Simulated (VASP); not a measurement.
Here is a VASP 6.6.1 calculation.

Contents of POSCAR:

```
Ba
1.0
    3.9996500000      0.0000000000      0.0000000000
    0.0000000000      3.9996500000      0.0000000000
    0.0000000000      0.0000000000      3.6055400000
Ba
1
Direct
    0.5000000000      0.5000000000      0.5000000000
```

File INCAR.step1:

```
SYSTEM = Ba
ALGO     = Normal         ! electronic algorithm
EDIFF    = 1E-4           ! SCF threshold, eV
ENCUT    = 520            ! plane-wave cutoff, eV
GGA      = PE             ! functional
ISMEAR   = -1             ! smearing method
LASPH    = .TRUE.         ! aspherical terms in the spheres
LCHARG   = .FALSE.        ! write CHGCAR
LREAL    = .FALSE.        ! projectors in reciprocal space
LWAVE    = .TRUE.         ! write WAVECAR
NBANDS   = 11             ! bands
NELM     = 60             ! most SCF steps
PREC     = Accurate       ! precision mode
SIGMA    = 0.05           ! smearing width, eV
```

The input INCAR.step2:

```
SYSTEM = Ba
ALGO     = Normal         ! electronic algorithm
EDIFF    = 1E-7           ! SCF threshold, eV
ENCUT    = 520            ! plane-wave cutoff, eV
ISIF     = 2              ! what is computed and relaxed
ISMEAR   = -1             ! smearing method
ISTART   = 1            
LASPH    = .TRUE.         ! aspherical terms in the spheres
LCHARG   = .FALSE.        ! write CHGCAR
LMIXTAU  = .TRUE.       
LREAL    = .FALSE.        ! projectors in reciprocal space
LWAVE    = .FALSE.        ! write WAVECAR
METAGGA  = R2SCAN         ! meta-GGA
NBANDS   = 11             ! bands
NELM     = 60             ! most SCF steps
PREC     = Accurate       ! precision mode
SIGMA    = 0.05           ! smearing width, eV
```

The input KPOINTS:

```
k-points
0
G
  8 8 9
  0 0 0
```

Potentials or basis: VASP PAW PBE potentials, release 64 (Ba_sv).

Run with:

```console
$ cat potpaw_PBE.64/Ba_sv/POTCAR > POTCAR
$ cp INCAR.step1 INCAR
$ mpirun -np 1 vasp_std > vasp.out
$ cp INCAR.step2 INCAR
$ mpirun -np 1 vasp_std > vasp.out
```

Q: What does it give for the pressure?

A: 0.5 GPa.

Q: What does it give for the band gap on the k mesh?

A: Zero (band 5 reaches 1.96 eV, above the bottom of band 6 at 1.64 eV).

Stress tensor (GPa, compression positive):
```
-0.89  0.00  0.00
 0.00 -0.89  0.00
 0.00  0.00  3.28
```

Caveat: the PAW data sets were made with another functional, which shifts forces and pressure a little; spin-orbit coupling is left out, which moves the levels of the heavy elements.
